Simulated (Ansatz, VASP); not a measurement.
## Two plane-wave programs on InSe

```
Se In
1.0
     3.89200    0.00000    0.00000
    -1.94600    3.37057    0.00000
     0.00000    0.00000   36.72119
Se In
2 2
Direct
  0.00000 0.00000 0.43143
  0.00000 0.00000 0.56854
  0.66667 0.33333 0.46441
  0.66667 0.33333 0.53556
```

Alike in both runs: task single point; functional PBE; dispersion D3(BJ); k mesh 9 × 9 × 1; occupations gaussian, width 0.02 eV; no spin polarisation.

```csv
,VASP,Ansatz
version,VASP 6.6.1,Ansatz 0.2.0
potentials or method,"VASP PAW PBE potentials, release 64 (Se, In_d), cutoff 520 eV","scalar-relativistic, plane waves, PAW"
valence electrons in the cell,38,58
```

Ansatz gave:

- gap on the k mesh at the Fermi level (eV): 1.96
- least direct gap on the mesh (eV): 2.05
- rms of the force components (eV/Å): 0.522

Task: Which values does VASP return?

Result: gap on the k mesh at the Fermi level (eV): 1.94; least direct gap on the mesh (eV): 2.04; rms of the force components (eV/Å): 0.531.

VASP's potentials hold 38 valence electrons a cell and Ansatz's 58, so a difference there can come from the potentials and not from the codes.
